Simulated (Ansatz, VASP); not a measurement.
**Two plane-wave programs on ZnW3**

```
Zn W
1.0
     3.96011    0.00000    0.00000
     0.00000    3.96011    0.00000
     0.00000    0.00000    3.96011
Zn W
1 3
Direct
  0.00000 0.00000 0.00000
  0.00000 0.50000 0.50000
  0.50000 0.00000 0.50000
  0.50000 0.50000 0.00000
```

Alike in both runs: functional PBE; k mesh 12 × 12 × 12; occupations gaussian, width 0.1 eV; no spin polarisation.

Ansatz relaxed the structure, and its values are those at the end. VASP's run is a single point on that final structure, the one shown.

```csv
,VASP,Ansatz
version,VASP 6.6.1,Ansatz 0.2.0
potentials or method,"VASP PAW PBE potentials, release 64 (Zn, W_sv), cutoff 520 eV","scalar-relativistic, plane waves, PAW"
valence electrons in the cell,54,54
```

|  | VASP | Ansatz | Ansatz less VASP |
| --- | --- | --- | --- |
| gap on the k mesh at the Fermi level (eV) | none | none | - |
| pressure (GPa) | 0.7 | 0.0 | -0.66 |

A gap of «none» marks a metal or a gap that the smearing closes.

Spin-orbit coupling is off throughout.
